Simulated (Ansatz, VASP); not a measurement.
**One calculation of Zn4S, two programs**

```
Zn S
1.0
     4.71843    0.00000    0.00000
     0.00000    4.71843    0.00000
     0.00000    0.00000    4.71843
Zn S
4 1
Direct
  0.50000 0.50000 0.50000
  0.00000 0.50000 0.50000
  0.50000 0.00000 0.50000
  0.50000 0.50000 0.00000
  0.00000 0.00000 0.00000
```

Change from the starting cell: species swapped into the Mn4N type (Pm-3m, No. 221).

Alike in both runs: functional PBE; k mesh 8 × 8 × 8; occupations gaussian, width 0.1 eV; no spin polarisation.

Ansatz relaxed the structure, and its values are those at the end. VASP's run is a single point on that final structure, the one shown.

```csv
,VASP,Ansatz
version,VASP 6.6.1,Ansatz 0.2.0
potentials or method,"VASP PAW PBE potentials, release 64 (Zn, S), cutoff 520 eV","scalar-relativistic, plane waves, PAW"
valence electrons in the cell,54,54
```

Ansatz gave:

```
gap on the k mesh at the Fermi level (eV) : none
pressure (GPa)                            : 0.0
```

Task: Which values does VASP return?

Result: gap on the k mesh at the Fermi level (eV): none; pressure (GPa): 0.2.

A gap of «none» marks a metal or a gap that the smearing closes. The functional is the same, so the differences come from potentials, cutoffs and numerics.
